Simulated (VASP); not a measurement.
# In (Pm-3m) in VASP: single point with PBEsol

Aim: the single point of In with PBEsol.

Program: VASP 6.6.1. These are calculated values, not measurements. Logs are shortened: lines on timing, memory, paths and dates and some standing lists are left out, and cuts for length are marked.

**1. The cell of the first run**

It takes space group Pm-3m (No. 221, cubic). The conventional cell has a = 3.021 Å, b = 3.021 Å, c = 3.021 Å, α = 90.00°, β = 90.00°, γ = 90.00°. In (site symmetry m-3m) has 6 In at 3.02 Å within 4.0 Å.

**2. Single point, PBEsol**

File INCAR:

```
SYSTEM = In
PREC     = Accurate       ! precision mode
ENCUT    = 520            ! plane-wave cutoff, eV
EDIFF    = 1E-6           ! SCF threshold, eV
ISMEAR   = -1             ! smearing method
SIGMA    = 0.13605693000000002 ! smearing width, eV
LREAL    = .False.        ! projectors in reciprocal space
LASPH    = .True.         ! aspherical terms in the spheres
NELM     = 100            ! most SCF steps
ALGO     = Normal         ! electronic algorithm
ISIF     = 2              ! what is computed and relaxed
LWAVE    = .False.        ! write WAVECAR
LCHARG   = .False.        ! write CHGCAR
GGA      = PS             ! functional
NBANDS   = 12             ! bands
```

File KPOINTS:

```
regular mesh
0
Gamma
  11 11 11
  0 0 0
```

File POSCAR:

```
In
1.0
    3.0212929569      0.0000000000      0.0000000000
    0.0000000000      3.0212929569      0.0000000000
    0.0000000000      0.0000000000      3.0212929569
In
1
Direct
    0.0000000000      0.0000000000      0.0000000000
```

Potentials or basis: VASP PAW PBE potentials, release 64 (In_d).

Launch:

```bash
cat potpaw_PBE.64/In_d/POTCAR > POTCAR
mpirun -np 1 vasp_std > vasp.out
```

OUTCAR:

```text
SYSTEM = In
   PREC = Accurate
   ENCUT = 520
   EDIFF = 1E-6
   ISMEAR = -1
   LREAL = .False.
   LASPH = .True.
   NELM = 100
   ISIF = 2
   GGA = PS

 ion  position               nearest neighbor table
   1  0.000  0.000  0.000-

  LATTYP: Found a simple cubic cell.
 ALAT       =     3.0212929569

  Lattice vectors:

 A1 = (   3.0212929569,   0.0000000000,   0.0000000000)
 A2 = (   0.0000000000,   3.0212929569,   0.0000000000)
 A3 = (   0.0000000000,   0.0000000000,   3.0212929569)

Analysis of symmetry for initial positions (statically):
=====================================================================
 Subroutine PRICEL returns:
 Original cell was already a primitive cell.

 Routine SETGRP: Setting up the symmetry group for a
 simple cubic supercell.

 Subroutine GETGRP returns: Found 48 space group operations
 (whereof 48 operations were pure point group operations)
 out of a pool of 48 trial point group operations.

The static configuration has the point symmetry O_h .

Analysis of symmetry for dynamics (positions and initial velocities):
=====================================================================
 Subroutine PRICEL returns:
 Original cell was already a primitive cell.

 Routine SETGRP: Setting up the symmetry group for a
 simple cubic supercell.

 Subroutine GETGRP returns: Found 48 space group operations
 (whereof 48 operations were pure point group operations)
 out of a pool of 48 trial point group operations.

The dynamic configuration has the point symmetry O_h .

 Subroutine INISYM returns: Found 48 space group operations
 (whereof 48 operations are pure point group operations),
 and found     1 'primitive' translations

----------------------------------------------------------------------------------------

                                     Primitive cell

  volume of cell :      27.5790

  direct lattice vectors                    reciprocal lattice vectors
     3.021292957  0.000000000  0.000000000     0.330984123  0.000000000  0.000000000
     0.000000000  3.021292957  0.000000000     0.000000000  0.330984123  0.000000000
     0.000000000  0.000000000  3.021292957     0.000000000  0.000000000  0.330984123

  length of vectors
     3.021292957  3.021292957  3.021292957     0.330984123  0.330984123  0.330984123

  position of ions in fractional coordinates (direct lattice)
     0.000000000  0.000000000  0.000000000

  ion indices of the primitive-cell ions
   primitive index   ion index
                 1           1

----------------------------------------------------------------------------------------

 KPOINTS: regular mesh

Automatic generation of k-mesh.
 Grid dimensions read from file:
 generate k-points for:   11   11   11

 Generating k-lattice:

  Cartesian coordinates                     Fractional coordinates (reciprocal lattice)
     0.030089466  0.000000000  0.000000000     0.090909091  0.000000000  0.000000000
     0.000000000  0.030089466  0.000000000     0.000000000  0.090909091  0.000000000
     0.000000000  0.000000000  0.030089466     0.000000000  0.000000000  0.090909091

  Length of vectors
     0.030089466  0.030089466  0.030089466

  Shift w.r.t. Gamma in fractional coordinates (k-lattice)
     0.000000000  0.000000000  0.000000000

 Subroutine IBZKPT returns following result:
 ===========================================

 Found     56 irreducible k-points:

 Following reciprocal coordinates:
            Coordinates               Weight
  0.000000  0.000000  0.000000      1.000000
  0.090909  0.000000  0.000000      6.000000
  0.181818  0.000000  0.000000      6.000000
  0.272727  0.000000  0.000000      6.000000
  0.363636  0.000000  0.000000      6.000000
  0.454545  0.000000  0.000000      6.000000
[... 16 lines left out ...]
  0.181818  0.090909  0.090909     24.000000
  0.272727  0.090909  0.090909     24.000000
 [... further k-points ...]
   k-points           NKPTS =     56   k-points in BZ     NKDIM =     56   number of bands    NBANDS=     12
   number of dos      NEDOS =    301   number of ions     NIONS =      1
   total plane-waves  NPLWV =  13824
   dimension x,y,z NGX =    24 NGY =   24 NGZ =   24
   dimension x,y,z NGXF=    48 NGYF=   48 NGZF=   48
   ions per type =               1
   NGX,Y,Z   is equivalent  to a cutoff of  13.21, 13.21, 13.21 a.u.
   NGXF,Y,Z  is equivalent  to a cutoff of  26.41, 26.41, 26.41 a.u.
 SYSTEM =  In
   PREC   = accura    normal or accurate (medium, high low for compatibility)
   ISTART =      0    job   : 0-new  1-cont  2-samecut
   ICHARG =      2    charge: 1-file 2-atom 10-const
   ISPIN  =      1    spin polarized calculation?
   LNONCOLLINEAR =      F non collinear calculations
   LSORBIT =      F    spin-orbit coupling
   LASPH  =      T    aspherical Exc in radial PAW
   ENCUT  =  520.0 eV  38.22 Ry    6.18 a.u.   5.62  5.62  5.62*2*pi/ulx,y,z
   NELM   =    100;   NELMIN=  2; NELMDL= -5     # of ELM steps
   EDIFF  = 0.1E-05   stopping-criterion for ELM
   LREAL  =      F    real-space projection
   EDIFFG = 0.1E-04   stopping-criterion for IOM
   NSW    =      0    number of steps for IOM
   IBRION =     -1    ionic relax: 0-MD 1-quasi-New 2-CG
   NFREE  =      0    steps in history (QN), initial steepest desc. (CG)
   ISIF   =      2    stress and relaxation
   ISYM   =      2    0-nonsym 1-usesym 2-fastsym
   POTIM  = 0.5000    time-step for ionic-motion
   TEBEG  =    0.0;   TEEND  =   0.0 temperature during run
   PSTRESS=    0.0 pullay stress
   NELECT =      13.0000    total number of electrons
   NUPDOWN=      -1.0000    fix difference up-down
   EMIN   =  10.00;   EMAX   =-10.00  energy-range for DOS
   EFERMI =   0.00;   METHOD = LEGACY
   ISMEAR =    -1;   SIGMA  =   0.14  broadening in eV -4-tet -1-fermi 0-gaus
   EFERMI_NEDOS =   21; number of points for ismear=-14 and -15
   IALGO  =     38    algorithm
   IMIX   =      4    mixing-type and parameters
     AMIX     =   0.40;   BMIX     =  1.00
     AMIX_MAG =   1.60;   BMIX_MAG =  1.00
  volume/ion in A,a.u.               =      27.58       186.11
  Fermi-wavevector in a.u.,A,eV,Ry     =   1.274079  2.407661 22.086037  1.623278
  Thomas-Fermi vector in A             =   2.406867
   LORBIT       =      0    0 simple, 1 ext, 2 COOP (PROOUT), +10 PAW based schemes
   GGA     = PS    functional components
   LHFCALC =     F    Hartree Fock is set to
   AEXX    =    0.0000 exact exchange contribution
   IVDW    =     0    specifies the selected vdW correction
   LEPSILON=     F    determine dielectric tensor
   LRPA    =     F    only Hartree local field effects (RPA)
 non-spin polarized calculation
  energy-cutoff  :      520.00
  volume of cell :       27.58
 maximum number of plane-waves:       753
 NGX is ok and might be reduce to    24
   NGX = 11   NGY = 11   NGZ = 11

 number of electron      13.0000012 magnetization

 Free energy of the ion-electron system (eV)
  ---------------------------------------------------
  ext. energy  EPLUGINS =         0.00000000
  ---------------------------------------------------
  free energy    TOTEN  =        -2.89931639 eV

  energy without entropy =       -2.86490349  energy(sigma->0) =       -2.88210994

 E-fermi :   6.5746     XC(G=0): -10.0839

 val. band max:        6.5337029405   @ k =   0.3636   0.2727   0.0909
 cond. band min:       6.6069039708   @ k =   0.4545   0.4545   0.0000
 fundamental gap:      0.0732010303
 Fermi energy:         6.5746160486

 k-point     1 :       0.0000    0.0000    0.0000
  band No.  band energies     occupation
      1      -8.3452      2.00000
      2      -8.3452      2.00000
      3      -7.5650      2.00000
      4      -7.5650      2.00000
      5      -7.5650      2.00000
      6      -2.6455      2.00000
      7      14.0171      0.00000
      8      14.0171      0.00000
      9      14.0171      0.00000
     10      17.2875      0.00000
     11      17.2875      0.00000
     12      18.4390      0.00000

 k-point     2 :       0.0909    0.0000    0.0000
  band No.  band energies     occupation
      1      -8.3412      2.00000
      2      -8.3020      2.00000
      3      -7.5825      2.00000
      4      -7.5825      2.00000
      5      -7.5636      2.00000
      6      -2.5021      2.00000
      7      12.3541      0.00000
      8      14.1839      0.00000
      9      14.1839      0.00000
     10      17.3688      0.00000
     11      17.9665      0.00000
     12      19.6892      0.00000

 k-point     3 :       0.1818    0.0000    0.0000
  band No.  band energies     occupation
      1      -8.3302      2.00000
      2      -8.1870      2.00000
      3      -7.6289      2.00000
      4      -7.6289      2.00000
      5      -7.5596      2.00000
      6      -2.0671      2.00000
      7       9.8258      0.00000
      8      14.6689      0.00000
      9      14.6689      0.00000
     10      17.6143      0.00000
     11      18.2798      0.00000
     12      22.6870      0.00000

 k-point     4 :       0.2727    0.0000    0.0000
  band No.  band energies     occupation
      1      -8.3159      2.00000
      2      -8.0390      2.00000
      3      -7.6891      2.00000
      4      -7.6891      2.00000
      5      -7.5545      2.00000
      6      -1.3324      2.00000
      7       7.3882      0.00505
      8      15.4206      0.00000
      9      15.4206      0.00000
     10      18.0270      0.00000
     11      18.6408      0.00000
     12      23.5443      0.00000

 k-point     5 :       0.3636    0.0000    0.0000
  band No.  band energies     occupation
      1      -8.3027      2.00000
      2      -7.9059      2.00000
      3      -7.7435      2.00000
      4      -7.7435      2.00000
      5      -7.5498      2.00000
      6      -0.3097      2.00000
      7       5.1915      1.99992
      8      16.3226      0.00000
      9      16.3226      0.00000
     10      18.6001      0.00000
     11      19.0783      0.00000
     12      22.0736      0.00000
[... 228 lines left out ...]
      1      -8.1076      2.00000
      2      -8.0537      2.00000
      3      -7.7476      2.00000
      4      -7.7470      2.00000
      5      -7.3673      2.00000
      6       4.2354      2.00000
      7       6.0217      1.96623
      8       6.6069      0.88190
      9      10.8171      0.00000
     10      20.6103      0.00000
     11      21.7853      0.00000
     12      22.1499      0.00000

 k-point    22 :       0.0909    0.0909    0.0909
  band No.  band energies     occupation
      1      -8.2735      2.00000
      2      -8.2735      2.00000
      3      -7.6022      2.00000
      4      -7.5979      2.00000
      5      -7.5979      2.00000
      6      -2.2155      2.00000
      7      12.5396      0.00000
      8      12.5396      0.00000
      9      12.9078      0.00000
     10      19.3529      0.00000
     11      19.3529      0.00000
     12      20.3618      0.00000

 k-point    23 :       0.1818    0.0909    0.0909
  band No.  band energies     occupation
      1      -8.2629      2.00000
      2      -8.1551      2.00000
      3      -7.6505      2.00000
      4      -7.6458      2.00000
      5      -7.5947      2.00000
      6      -1.7814      2.00000
      7      10.1044      0.00000
      8      12.9857      0.00000
      9      13.2531      0.00000
     10      19.6062      0.00000
     11      20.1301      0.00000
     12      22.6541      0.00000

 k-point    24 :       0.2727    0.0909    0.0909
  band No.  band energies     occupation
      1      -8.2490      2.00000
      2      -8.0021      2.00000
      3      -7.7141      2.00000
      4      -7.7079      2.00000
      5      -7.5890      2.00000
      6      -1.0496      2.00000
      7       7.6709      0.00063
      8      13.6888      0.00000
      9      13.9617      0.00000
     10      19.8441      0.00000
     11      20.1592      0.00000
     12      22.0104      0.00000

 [... further k-points ...]
[... 5 lines left out ...]
  --------------------------------------------------------------------------------------
  -------------------------------------------------------------------------------------
  Total       -0.0357467     -0.0357467     -0.0357467     -0.0000000      0.0000000      0.0000000
  in kB       -2.0766746     -2.0766746     -2.0766746     -0.0000000      0.0000000      0.0000000
  external PRESSURE =      -2.0766746 kB  Pullay stress =       0.0000000 kB

 VOLUME and BASIS-vectors are now :
 -----------------------------------------------------------------------------
  energy-cutoff  :      520.00
  volume of cell :       27.58
      direct lattice vectors                 reciprocal lattice vectors
     3.021292957  0.000000000  0.000000000     0.330984123  0.000000000  0.000000000
     0.000000000  3.021292957  0.000000000     0.000000000  0.330984123  0.000000000
     0.000000000  0.000000000  3.021292957     0.000000000  0.000000000  0.330984123

 POSITION                                       TOTAL-FORCE (eV/Angst)
 -----------------------------------------------------------------------------------
      0.00000      0.00000      0.00000         0.000000      0.000000      0.000000
 -----------------------------------------------------------------------------------
    total drift:                                0.000000     -0.000000      0.000000

  FREE ENERGIE OF THE ION-ELECTRON SYSTEM (eV)
  ---------------------------------------------------
  free  energy   TOTEN  =        -2.8993163886 eV

  energy  without entropy=       -2.8649034886  energy(sigma->0) =       -2.88210994
```

It took 9.1 s on 1 thread of Intel Xeon Platinum 8259CL at 2.50GHz (Skylake/Cascade Lake), shared host; peak memory 0.14 GiB.

Results:

| Quantity | Value |
| --- | --- |
| Free energy | -2.8993 eV |
| Pressure | -0.2 GPa |

Levels at points of the mesh, in eV from the Fermi level:
```tsv
k point	band 3	band 4	band 5	band 6	band 7	band 8	band 9	band 10
(0.00, 0.00, 0.00)	-14.14	-14.14	-14.14	-9.22	7.44	7.44	7.44	10.71
```

Caveat: the PAW data sets were made with another functional, which shifts forces and pressure a little; spin-orbit coupling is left out, which moves the levels of the heavy elements.
